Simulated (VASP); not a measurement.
The system is LiAgN.

```xyz
6
Lattice="3.4361 0.0000 0.0000 0.0000 3.4361 0.0000 0.0000 0.0000 5.9282" Properties=species:S:1:pos:R:3 pbc="T T T"
Li    1.7181    0.0000    1.3665
Li    0.0000    1.7181    4.5618
Ag    1.7181    0.0000    3.8415
Ag    0.0000    1.7181    2.0867
N     0.0000    0.0000    0.0000
N     1.7181    1.7181    0.0000
```

| Item | Value |
| --- | --- |
| Program | VASP 6.6.1 |
| Task | relaxation of cell and atoms |
| Functional | PBE |
| Potentials or basis | VASP PAW PBE potentials, release 64 (Li_sv, Ag, N) |
| Cutoff | 600 eV |
| k mesh | 6 × 6 × 4 |
| Occupations | gaussian, width 0.1 eV |
| Spin | no spin polarisation |

At the start: pressure -1.9 GPa; volume 11.67 Å³/atom.

Problem. Where does the relaxation end?

Solution. Over 17 steps the energy falls by 136.9 meV/atom and the volume is 11.88 Å³/atom (+1.8 %); space group P4/nmm (No. 129, to 0.1 Å) before and after.

The path:
```
step  energy change (eV)  largest force (eV/Å)  pressure (GPa)  volume (Å³)
   1              0.0000                1.7560           -1.90        69.99
   2             -0.2957                1.4023           -0.33        68.60
   3             -0.5944                0.3465            8.31        64.47
   4             -0.7467                0.1512            3.02        68.41
   5             -0.7700                0.1800            0.84        70.57
   6             -0.7703                0.1916            0.55        70.88
   7             -0.7828                0.1032            0.02        71.09
   8             -0.7912                0.1168           -0.85        71.45
   9             -0.7982                0.1242           -0.03        70.61
  10             -0.7996                0.1291            0.65        70.00
  11             -0.8074                0.1128            0.63        70.15
  12             -0.8149                0.0342            0.71        70.54
  13             -0.8173                0.0878            0.63        70.38
  14             -0.8178                0.0740            0.65        70.43
  15             -0.8202                0.0614           -0.53        71.63
  16             -0.8205                0.0640           -0.26        71.33
  17             -0.8215                0.0186            0.04        71.26
```

Final structure:
```xyz
6
Lattice="3.6718 0.0000 0.0000 0.0000 3.6718 0.0000 0.0000 0.0000 5.2859" Properties=species:S:1:pos:R:3 pbc="T T T"
Li    1.8359    0.0000    0.8071
Li    0.0000    1.8359    4.4788
Ag    1.8359    0.0000    3.5212
Ag    0.0000    1.8359    1.7647
N     0.0000    0.0000    0.0000
N     1.8359    1.8359    0.0000
```

Caveat: the cutoff is under 1.25 times the usual one of these potentials, so pressure, stress and relaxed cells hold a basis-set (Pulay) error.
